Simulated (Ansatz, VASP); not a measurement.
**Two plane-wave programs on Mo**

```xyz
1
Lattice="-1.5629 1.5629 1.5629 1.5629 -1.5629 1.5629 1.5629 1.5629 -1.5629" Properties=species:S:1:pos:R:3 pbc="T T T"
Mo    0.0000    0.0000    0.0000
```

Alike in both runs: task single point; functional LDA; k mesh 13 × 13 × 13; no spin polarisation.

```csv
,VASP,Ansatz
version,VASP 6.6.1,Ansatz 0.2.0
potentials or method,"VASP PAW LDA potentials, release 64 (Mo_sv), cutoff 520 eV","plane waves, PAW"
occupations,"methfessel-paxton of order 1, width 0.1 eV",cold
valence electrons in the cell,14,14
```

```csv
,VASP,Ansatz,Ansatz less VASP
pressure (GPa),-3.2,-4.3,-1.11
```

LDA's correlation is that of Perdew and Zunger in VASP and of Perdew and Wang (1992) in Ansatz.
